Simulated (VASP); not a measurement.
Here is a VASP 6.6.1 calculation.

Contents of INCAR:

```
SYSTEM = PbO
PREC     = Accurate       ! precision mode
ENCUT    = 520            ! plane-wave cutoff, eV
EDIFF    = 1E-6           ! SCF threshold, eV
ISMEAR   = 0              ! smearing method
SIGMA    = 0.01           ! smearing width, eV
LREAL    = .False.        ! projectors in reciprocal space
LASPH    = .True.         ! aspherical terms in the spheres
NELM     = 60             ! most SCF steps
ALGO     = Normal         ! electronic algorithm
ISIF     = 2              ! what is computed and relaxed
LWAVE    = .False.        ! write WAVECAR
LCHARG   = .False.        ! write CHGCAR
GGA      = PE             ! functional
NBANDS   = 28             ! bands
```

File KPOINTS:

```
regular mesh
0
Gamma
  4 4 4
  0 0 0
```

Contents of POSCAR:

```
PbO
1.0
    3.9804038208      0.0000000000      0.0000000000
    0.0000000000      3.9804038208      0.0000000000
    0.0000000000      0.0000000000      5.0009105968
Pb O
2 2
Direct
    0.0000000000      0.5000000000      0.2366326960
    0.5000000000      0.0000000000      0.7633673040
    0.0000000000      0.0000000000      0.0000000000
    0.5000000000      0.5000000000      0.0000000000
```

Potentials or basis: VASP PAW PBE potentials, release 64 (Pb_d, O).

Command:

```sh
$ cat potpaw_PBE.64/Pb_d/POTCAR potpaw_PBE.64/O/POTCAR > POTCAR
$ mpirun -np 1 vasp_std > vasp.out
```

Q: Predict the pressure.

A: 4.6 GPa.

Q: Estimate the band gap on the k mesh.

A: 1.23 eV, indirect (least direct gap 2.27 eV).

Q: Predict the largest force.

A: 0.398 eV/Å.

Stress tensor (GPa, compression positive):
```
4.90 0.00 0.00
0.00 4.90 0.00
0.00 0.00 3.98
```

Caveat: spin-orbit coupling is left out, which moves the levels of the heavy elements. Expect the measured gap to be larger: semilocal functionals such as PBE lack the derivative discontinuity.
